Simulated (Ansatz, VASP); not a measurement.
**TiO in VASP and in Ansatz**

```
CELL_PARAMETERS angstrom
3.07818 0.00000 0.00000
-1.53909 2.47980 0.00000
0.00000 0.00000 5.57054
ATOMIC_POSITIONS crystal
Ti 0.33333 0.66667 0.25000
Ti 0.66667 0.33333 0.75000
O 0.00000 0.00000 0.00000
O 0.00000 0.00000 0.50000
```

Change from the starting cell: strain +0.0750 x Voigt [1, 0, 0, 0, 0, 0], atoms carried along.

Alike in both runs: task single point; functional r2SCAN; k mesh 12 × 12 × 6; occupations gaussian, width 0.03 eV; no spin polarisation; Hubbard terms Ti d U = 4.0 eV.

|  | VASP | Ansatz |
| --- | --- | --- |
| version | VASP 6.6.1 | Ansatz 0.2.0 |
| potentials or method | VASP PAW PBE potentials, release 64 (Ti_sv, O), cutoff 520 eV | scalar-relativistic, plane waves, PAW |
| valence electrons in the cell | 36 | 36 |

```csv
,VASP,Ansatz,Ansatz less VASP
gap on the k mesh at the Fermi level (eV),none,none,-
pressure (GPa),-9.5,-11.9,-2.47
"traceless stress, the component that is largest in VASP (GPa)",-14.50,-11.00,+3.502
rms of the force components (eV/Å),0.006,0.030,+0.0239
```

VASP's potentials were made for PBE, not for r2SCAN. The programs project onto different local orbitals, so the same U acts differently, and such runs can settle in different states. Atom by atom the forces differ by 0.024 eV/Å (rms over components). A gap of «none» marks a metal or a gap that the smearing closes. Ansatz's warnings: filled band counts differ across k points.
